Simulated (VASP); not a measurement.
# ZnS (P3m1) in VASP: notebook

The runs below take ZnS through single point, with PBE.

Everything below comes from runs of VASP 6.6.1. Logs are shortened: lines on timing, memory, paths and dates and some standing lists are left out, and cuts for length are marked.

## Step 1: The cell of the first run

It takes space group P3m1 (No. 156, trigonal). Conventional cell: a = 3.847 Å, b = 3.847 Å, c = 13.340 Å, α = 90.00°, β = 90.00°, γ = 120.00°. Zn (site symmetry 3m) has 4 S at 2.36 Å within 3.1 Å. Within 3.1 Å of Zn (site symmetry 3m) lie 4 S at 2.36 Å. Zn (site symmetry 3m) has 4 S at 2.36 to 3.11 Å within 3.2 Å. Zn (site symmetry 3m) has 4 S at 2.36 Å within 3.1 Å. S (site symmetry 3m) has 4 Zn at 2.36 Å within 3.1 Å. S (site symmetry 3m) has 4 Zn at 2.36 Å within 3.1 Å. Within 3.2 Å of S (site symmetry 3m) lie 4 Zn at 2.36 to 3.11 Å. Within 3.1 Å of S (site symmetry 3m) lie 4 Zn at 2.36 Å.

## Step 2: Single point, PBE (the distance across one plane changed)

INCAR reads:

```
ALGO     = Normal         # electronic algorithm
EDIFF    = 1E-7           # SCF threshold, eV
ENCUT    = 520            # plane-wave cutoff, eV
GGA      = PE             # functional
ISIF     = 2              # what is computed and relaxed
ISMEAR   = 0              # smearing method
LASPH    = T              # aspherical terms in the spheres
LCHARG   = T              # write CHGCAR
LELF     = T              # ELF
LREAL    = F              # projectors in reciprocal space
LVHAR    = T            
LWAVE    = F              # write WAVECAR
NBANDS   = 46             # bands
NELM     = 80             # most SCF steps
PREC     = Accurate       # precision mode
SIGMA    = 0.05           # smearing width, eV
```

KPOINTS reads:

```
k-points
0
Gamma
  8 8 2
```

POSCAR reads:

```
ZnS
1.0
   -3.8467234434      0.0000000000      0.0000000000
   -1.9233617217     -3.3313602233      0.0000000000
    0.0000000000      0.0000000000     13.3402250239
Zn S
4 4
Direct
    0.0000000000      0.0000000000      0.6193553351
    0.0000000000      0.0000000000      0.1474658054
    0.3333333333      0.3333333333      0.8552757191
    0.6666666667      0.6666666667      0.3833861894
    0.0000000000      0.0000000000      0.7960679135
    0.0000000000      1.0000000000      0.3241783839
    0.3333333333      0.3333333333      0.0885599247
    0.6666666667      0.6666666667      0.5604494544
```

Potentials or basis: VASP PAW PBE potentials, release 64 (Zn, S).

Command:

```
cat potpaw_PBE.64/Zn/POTCAR potpaw_PBE.64/S/POTCAR > POTCAR
mpirun -np 1 vasp_std > vasp.out
```

OUTCAR:

```text
EDIFF = 1E-7
   ENCUT = 520
   GGA = PE
   ISIF = 2
   ISMEAR = 0
   LASPH = T
   LREAL = F
   NELM = 80
   PREC = Accurate

 ion  position               nearest neighbor table
   1  0.000  0.000  0.619-   8 2.36   8 2.36   8 2.36   5 2.36
   2  0.000  0.000  0.147-   7 2.36   7 2.36   7 2.36   6 2.36
   3  0.333  0.333  0.855-   5 2.36   5 2.36   5 2.36
   4  0.667  0.667  0.383-   6 2.36   6 2.36   6 2.36   8 2.36
   5  0.000  0.000  0.796-   3 2.36   3 2.36   3 2.36   1 2.36
   6  0.000  0.000  0.324-   4 2.36   4 2.36   4 2.36   2 2.36
   7  0.333  0.333  0.089-   2 2.36   2 2.36   2 2.36
   8  0.667  0.667  0.560-   1 2.36   1 2.36   1 2.36   4 2.36

  LATTYP: Found a hexagonal cell.
 ALAT       =     3.8467234434
 C/A-ratio  =     3.4679449199

  Lattice vectors:

 A1 = (   1.9233617217,   3.3313602233,   0.0000000000)
 A2 = (  -3.8467234434,   0.0000000000,   0.0000000000)
 A3 = (   0.0000000000,   0.0000000000,  13.3402250239)

Analysis of symmetry for initial positions (statically):
=====================================================================
 Subroutine PRICEL returns:
 Original cell was already a primitive cell.

 Routine SETGRP: Setting up the symmetry group for a
 hexagonal supercell.

 Subroutine GETGRP returns: Found  6 space group operations
 (whereof  6 operations were pure point group operations)
 out of a pool of 24 trial point group operations.

The static configuration has the point symmetry C_3v.

Analysis of symmetry for dynamics (positions and initial velocities):
=====================================================================
 Subroutine PRICEL returns:
 Original cell was already a primitive cell.

 Routine SETGRP: Setting up the symmetry group for a
 hexagonal supercell.

 Subroutine GETGRP returns: Found  6 space group operations
 (whereof  6 operations were pure point group operations)
 out of a pool of 24 trial point group operations.

The dynamic configuration has the point symmetry C_3v.

 Subroutine INISYM returns: Found  6 space group operations
 (whereof  6 operations are pure point group operations),
 and found     1 'primitive' translations

----------------------------------------------------------------------------------------

                                     Primitive cell

  volume of cell :     170.9526

  direct lattice vectors                    reciprocal lattice vectors
    -3.846723443  0.000000000  0.000000000    -0.259961501  0.150088843  0.000000000
    -1.923361722 -3.331360223  0.000000000     0.000000000 -0.300177685  0.000000000
     0.000000000  0.000000000 13.340225024     0.000000000  0.000000000  0.074961254

  length of vectors
     3.846723443  3.846723443 13.340225024     0.300177685  0.300177685  0.074961254

  position of ions in fractional coordinates (direct lattice)
     0.000000000  0.000000000  0.619355335
     0.000000000  0.000000000  0.147465805
     0.333333333  0.333333333  0.855275719
     0.666666667  0.666666667  0.383386189
     0.000000000  0.000000000  0.796067913
     0.000000000  0.000000000  0.324178384
     0.333333333  0.333333333  0.088559925
     0.666666667  0.666666667  0.560449454

  ion indices of the primitive-cell ions
   primitive index   ion index
                 1           1
                 2           2
                 3           3
                 4           4
                 5           5
                 6           6
                 7           7
                 8           8

----------------------------------------------------------------------------------------

 KPOINTS: k-points

Automatic generation of k-mesh.
 Grid dimensions read from file:
 generate k-points for:    8    8    2

 Generating k-lattice:

  Cartesian coordinates                     Fractional coordinates (reciprocal lattice)
    -0.032495188  0.018761105  0.000000000     0.125000000  0.000000000  0.000000000
     0.000000000 -0.037522211  0.000000000     0.000000000  0.125000000  0.000000000
     0.000000000  0.000000000  0.037480627     0.000000000  0.000000000  0.500000000

  Length of vectors
     0.037522211  0.037522211  0.037480627

  Shift w.r.t. Gamma in fractional coordinates (k-lattice)
     0.000000000  0.000000000  0.000000000

 Subroutine IBZKPT returns following result:
 ===========================================

 Found     20 irreducible k-points:

 Following reciprocal coordinates:
            Coordinates               Weight
  0.000000  0.000000  0.000000      1.000000
  0.125000 -0.000000  0.000000      6.000000
  0.250000 -0.000000  0.000000      6.000000
  0.375000  0.000000  0.000000      6.000000
  0.500000 -0.000000  0.000000      3.000000
  0.250000  0.125000  0.000000      6.000000
[... 12 lines left out ...]
  0.500000  0.250000  0.500000      6.000000
 -0.375000  0.250000  0.500000      6.000000
   k-points           NKPTS =     20   k-points in BZ     NKDIM =     20   number of bands    NBANDS=     46
   number of dos      NEDOS =    301   number of ions     NIONS =      8
   total plane-waves  NPLWV =  90000
   dimension x,y,z NGX =    30 NGY =   30 NGZ =  100
   dimension x,y,z NGXF=    60 NGYF=   60 NGZF=  200
   ions per type =               4   4
   NGX,Y,Z   is equivalent  to a cutoff of  12.97, 12.97, 12.46 a.u.
   NGXF,Y,Z  is equivalent  to a cutoff of  25.93, 25.93, 24.92 a.u.
 SYSTEM =  unknown system
   PREC   = accura    normal or accurate (medium, high low for compatibility)
   ISTART =      0    job   : 0-new  1-cont  2-samecut
   ICHARG =      2    charge: 1-file 2-atom 10-const
   ISPIN  =      1    spin polarized calculation?
   LNONCOLLINEAR =      F non collinear calculations
   LSORBIT =      F    spin-orbit coupling
   LASPH  =      T    aspherical Exc in radial PAW
   ENCUT  =  520.0 eV  38.22 Ry    6.18 a.u.   7.15  7.15 24.80*2*pi/ulx,y,z
   NELM   =     80;   NELMIN=  2; NELMDL= -5     # of ELM steps
   EDIFF  = 0.1E-06   stopping-criterion for ELM
   LREAL  =      F    real-space projection
   EDIFFG = 0.1E-05   stopping-criterion for IOM
   NSW    =      0    number of steps for IOM
   IBRION =     -1    ionic relax: 0-MD 1-quasi-New 2-CG
   NFREE  =      0    steps in history (QN), initial steepest desc. (CG)
   ISIF   =      2    stress and relaxation
   ISYM   =      2    0-nonsym 1-usesym 2-fastsym
   POTIM  = 0.5000    time-step for ionic-motion
   TEBEG  =    0.0;   TEEND  =   0.0 temperature during run
   PSTRESS=    0.0 pullay stress
   NELECT =      72.0000    total number of electrons
   NUPDOWN=      -1.0000    fix difference up-down
   EMIN   =  10.00;   EMAX   =-10.00  energy-range for DOS
   EFERMI =   0.00;   METHOD = LEGACY
   ISMEAR =     0;   SIGMA  =   0.05  broadening in eV -4-tet -1-fermi 0-gaus
   EFERMI_NEDOS =   21; number of points for ismear=-14 and -15
   IALGO  =     38    algorithm
   IMIX   =      4    mixing-type and parameters
     AMIX     =   0.40;   BMIX     =  1.00
     AMIX_MAG =   1.60;   BMIX_MAG =  1.00
  volume/ion in A,a.u.               =      21.37       144.21
  Fermi-wavevector in a.u.,A,eV,Ry     =   1.227139  2.318956 20.488607  1.505870
  Thomas-Fermi vector in A             =   2.362114
   LORBIT       =      0    0 simple, 1 ext, 2 COOP (PROOUT), +10 PAW based schemes
   GGA     = PE    functional components
   LHFCALC =     F    Hartree Fock is set to
   AEXX    =    0.0000 exact exchange contribution
   IVDW    =     0    specifies the selected vdW correction
   LEPSILON=     F    determine dielectric tensor
   LRPA    =     F    only Hartree local field effects (RPA)
 non-spin polarized calculation
 Gauss-broadening in eV      SIGMA  =   0.05
  energy-cutoff  :      520.00
  volume of cell :      170.95
 maximum number of plane-waves:      4652
 NGX is ok and might be reduce to    30
   NGX = 15   NGY = 15   NGZ = 49

 number of electron      72.0000046 magnetization

 Free energy of the ion-electron system (eV)
  ---------------------------------------------------
  ext. energy  EPLUGINS =         0.00000000
  ---------------------------------------------------
  free energy    TOTEN  =       -26.73249678 eV

  energy without entropy =      -26.73249678  energy(sigma->0) =      -26.73249678

 E-fermi :   2.3520     XC(G=0):  -9.2292

 val. band max:        2.0795314346   @ k =   0.0000   0.0000   0.0000
 cond. band min:       2.9176230011   @ k =   0.0000   0.0000   0.0000
 fundamental gap:      0.8380915665
 Fermi energy:         2.3520098485

 k-point     1 :       0.0000    0.0000    0.0000
  band No.  band energies     occupation
      1     -11.9149      2.00000
      2     -11.3450      2.00000
      3     -10.7837      2.00000
      4      -9.9180      2.00000
      5      -5.3947      2.00000
      6      -5.3946      2.00000
[... 38 lines left out ...]
     45       7.9726      0.00000
     46       7.9726      0.00000

 k-point     2 :       0.1250   -0.0000    0.0000
  band No.  band energies     occupation
      1     -11.8267      2.00000
      2     -11.2646      2.00000
      3     -10.7051      2.00000
      4      -9.8406      2.00000
      5      -5.3925      2.00000
      6      -5.3706      2.00000
[... 38 lines left out ...]
     45       7.9406      0.00000
     46       8.3913      0.00000

 k-point     3 :       0.2500   -0.0000    0.0000
  band No.  band energies     occupation
      1     -11.5985      2.00000
      2     -11.0596      2.00000
      3     -10.5051      2.00000
      4      -9.6434      2.00000
      5      -5.3775      2.00000
      6      -5.3137      2.00000
[... 822 lines left out ...]
     45       8.6582      0.00000
     46       8.8010      0.00000

 k-point    20 :      -0.3750    0.2500    0.5000
  band No.  band energies     occupation
      1     -11.1532      2.00000
      2     -10.6731      2.00000
      3     -10.1304      2.00000
      4      -9.2712      2.00000
      5      -5.2787      2.00000
      6      -5.1563      2.00000
[... 38 lines left out ...]
     45       8.5222      0.00000
     46       8.9693      0.00000

------------------------ aborting loop because EDIFF is reached ----------------------------------------

  FORCE on cell =-STRESS in cart. coord.  units (eV):
  Direction    XX          YY          ZZ          XY          YZ          ZX
  --------------------------------------------------------------------------------------
  -------------------------------------------------------------------------------------
  Total       -0.6001290     -0.6001290     -2.7386342      0.0000000      0.0000000      0.0000000
  in kB       -5.6244421     -5.6244421    -25.6666328      0.0000000      0.0000000      0.0000000
  external PRESSURE =     -12.3051723 kB  Pullay stress =       0.0000000 kB

 VOLUME and BASIS-vectors are now :
 -----------------------------------------------------------------------------
  energy-cutoff  :      520.00
  volume of cell :      170.95
      direct lattice vectors                 reciprocal lattice vectors
    -3.846723443  0.000000000  0.000000000    -0.259961501  0.150088843  0.000000000
    -1.923361722 -3.331360223  0.000000000     0.000000000 -0.300177685  0.000000000
     0.000000000  0.000000000 13.340225024     0.000000000  0.000000000  0.074961254

 POSITION                                       TOTAL-FORCE (eV/Angst)
 -----------------------------------------------------------------------------------
      0.00000      0.00000      8.26234        -0.000000     -0.000000     -0.344553
      0.00000      0.00000      1.96723         0.000000     -0.000000     -0.433132
     -1.92336     -1.11045     11.40957         0.000000     -0.000000      0.578708
     -3.84672     -2.22091      5.11446         0.000000     -0.000000     -0.353262
      0.00000      0.00000     10.61973        -0.000000     -0.000000      0.713293
      0.00000      0.00000      4.32461         0.000000      0.000000      0.358938
     -1.92336     -1.11045      1.18141         0.000000      0.000000     -0.871658
     -3.84672     -2.22091      7.47652         0.000000     -0.000000      0.351666
 -----------------------------------------------------------------------------------
    total drift:                               -0.000000     -0.000000      0.003597

  FREE ENERGIE OF THE ION-ELECTRON SYSTEM (eV)
  ---------------------------------------------------
  free  energy   TOTEN  =       -26.7324967795 eV

  energy  without entropy=      -26.7324967795  energy(sigma->0) =      -26.73249678
```

Wall time 3.8 min (1 thread of Intel Xeon Platinum 8488C (Sapphire Rapids), shared host); peak memory 0.34 GiB.

Results:

* Free energy: -26.7325 eV
* Pressure: -1.2 GPa
* Largest force: 0.872 eV/Å
* Band gap on the k mesh: 0.84 eV

Forces on the atoms (eV/Å):
```
Zn   0.000  0.000 -0.345
Zn   0.000  0.000 -0.433
Zn   0.000  0.000  0.579
Zn   0.000  0.000 -0.353
S    0.000  0.000  0.713
S    0.000  0.000  0.359
S    0.000  0.000 -0.872
S    0.000  0.000  0.352
```

Stress tensor (GPa, compression positive):
```
-0.56  0.00  0.00
 0.00 -0.56  0.00
 0.00  0.00 -2.57
```

Caveat: the cell differs from its parent crystal (the distance across one plane changed).

## Step 3: Single point, PBE (the distance across one plane changed)

INCAR reads:

```
ALGO = Normal
EDIFF = 1E-7
ENCUT = 520
GGA = PE
ISIF = 2
ISMEAR = 0
LASPH = T
LCHARG = T
LELF = T
LREAL = F
LVHAR = T
LWAVE = F
NBANDS = 46
NELM = 100
PREC = Accurate
SIGMA = 0.05
```

KPOINTS is that of step 2.

POSCAR reads:

```
ZnS
1.0
   -3.8467234434      0.0000000000      0.0000000000
   -1.9233617217     -3.3313602233      0.0000000000
    0.0000000000      0.0000000000     13.5902250239
Zn S
4 4
Direct
    0.0000000000      0.0000000000      0.6079619377
    0.0000000000      0.0000000000      0.1447530872
    0.3333333333      0.3333333333      0.8395424307
    0.6666666667      0.6666666667      0.3763335801
    0.0000000000      0.0000000000      0.7814237867
    0.0000000000      1.0000000000      0.3182149362
    0.3333333333      0.3333333333      0.0869308140
    0.6666666667      0.6666666667      0.5501396645
```

Potentials or basis: VASP PAW PBE potentials, release 64 (Zn, S).

Command:

```
cat potpaw_PBE.64/Zn/POTCAR potpaw_PBE.64/S/POTCAR > POTCAR
mpirun -np 1 vasp_std > vasp.out
```

Run time: 4 min. Hardware: 1 thread of Intel Xeon Platinum 8488C (Sapphire Rapids), shared host; peak memory 0.35 GiB.

The run converged. Its results:

```
Free energy            : -26.4737 eV
Pressure               : -1.2 GPa
Largest force          : 0.845 eV/Å
Band gap on the k mesh : 0.36 eV
```

Forces in eV/Å, atoms in the order of the input:
```
Zn   0.000  0.000 -0.448
Zn   0.000  0.000 -0.538
Zn   0.000  0.000  0.388
Zn   0.000  0.000 -0.460
S    0.000  0.000  0.845
S    0.000  0.000  0.466
S    0.000  0.000 -0.707
S    0.000  0.000  0.455
```

Stress tensor (GPa, compression positive):
```
-0.68  0.00  0.00
 0.00 -0.68  0.00
 0.00  0.00 -2.19
```

Levels at points of the mesh, in eV from the valence-band top:
```csv
k point,band 34,band 35,band 36,band 37,band 38,band 39
"(0.00, 0.00, 0.00)",-0.72,0.00,0.00,0.36,1.90,2.51
"(0.50, 0.00, 0.00)",-1.99,-1.09,-1.05,1.32,2.36,2.65
"(0.00, 0.00, 0.50)",-0.91,0.00,0.00,0.85,1.92,2.37
"(0.50, 0.00, 0.50)",-1.99,-1.20,-1.06,1.50,2.47,2.71
```

Caveat: the cell differs from its parent crystal (the distance across one plane changed). A k mesh can miss the band edges.
